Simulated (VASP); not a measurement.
Input of a VASP 6.6.1 run:

File INCAR:

```
ALGO = Normal
EDIFF = 1E-7
ENCUT = 520
GGA = PS
ISIF = 2
ISMEAR = 0
LASPH = True
LCHARG = True
LELF = True
LREAL = False
LVHAR = True
LWAVE = False
NBANDS = 21
NELM = 60
PREC = Accurate
SIGMA = 0.1
```

KPOINTS

```
k-points
0
Gamma
  12 12 12
```

The input POSCAR:

```
Ge
1.0
   -0.0093066533      3.0177601237      3.0273213663
    2.8738040184      0.0121354233      3.0058792897
    2.8683444923      2.9908585210      0.0175949494
Ge
2
Direct
    0.4923040756      0.5027998034      0.5065364098
    0.7576959244      0.7472001966      0.7434635902
```

Potentials or basis: VASP PAW PBE potentials, release 64 (Ge_d).

Command:

```bash
$ cat potpaw_PBE.64/Ge_d/POTCAR > POTCAR
$ mpirun -np 1 vasp_std > vasp.out
```

(1) Estimate the largest force.

(2) Predict the pressure.

(3) Predict the band gap on the k mesh.

Answers

(1) 0.410 eV/Å.

(2) -6.3 GPa.

(3) zero (band 14 reaches 3.74 eV, above the bottom of band 15 at 3.17 eV).

Caveat: the cell differs from its parent crystal (atoms moved at random and the cell strained at random); the PAW data sets were made with another functional, which shifts forces and pressure a little.
